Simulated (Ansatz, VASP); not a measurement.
**C: VASP beside Ansatz**

File INCAR:

```
SYSTEM = C
ALGO = Normal
EDIFF = 1E-6
ENCUT = 520
GGA = PE
ISIF = 2
ISMEAR = -1
LASPH = .TRUE.
LCHARG = .FALSE.
LREAL = .FALSE.
LWAVE = .FALSE.
NBANDS = 13
NELM = 100
PREC = Accurate
SIGMA = 0.05
```

File KPOINTS:

```
k-points
0
G
  12 12 16
  0 0 0
```

File POSCAR:

```
C
1.0
    5.3523399736      0.0000000000      0.0000000000
   -2.6761699868      4.6352623868      0.0000000000
    0.0000000000      0.0000000000      1.2764179130
C
3
Direct
    0.0000000000      0.0000000000      0.0000000000
    0.3333333333      0.6666666667      0.5000000000
    0.6666666667      0.3333333333      0.5000000000
```

Input for Ansatz:

```yaml
crystal:
  lattice:
    - [5.3523399736, 0.0, 0.0]
    - [-2.6761699868, 4.6352623868, 0.0]
    - [0.0, 0.0, 1.276417913]
  atoms:
    - { symbol: C, position: [0.0, 0.0, 0.0] }
    - { symbol: C, position: [0.3333333333, 0.6666666667, 0.5] }
    - { symbol: C, position: [0.6666666667, 0.3333333333, 0.5] }
kpoints:
  mp_grid: { grid: [12, 12, 16] }
scf:
  occupations: { method: fermi_dirac, width: 0.05 }
hamiltonian:
  xc: pbe
  pseudopotentials: { kind: all_electron, lapw: { basis_error: 0.001 } }
output:
  forces: true
  stress: true
  eigenvalues: true
  populations: true
```

Change from the starting cell: volume scaled by 0.78, LAPW.

Alike in both runs: task single point; functional PBE; k mesh 12 × 12 × 16; occupations fermi-dirac, width 0.05 eV; no spin polarisation.

```csv
,VASP,Ansatz
version,VASP 6.6.1,Ansatz 0.2.0
potentials or method,"VASP PAW PBE potentials, release 64 (C), cutoff 520 eV","all-electron LAPW, scalar-relativistic"
```

|  | VASP | Ansatz | Ansatz less VASP |
| --- | --- | --- | --- |
| pressure (GPa) | 7.9 | 7.9 | -0.05 |
| traceless stress, the component that is largest in VASP (GPa) | -0.27 | -0.54 | -0.272 |

Ansatz ran all-electron here, and VASP with PAW potentials.
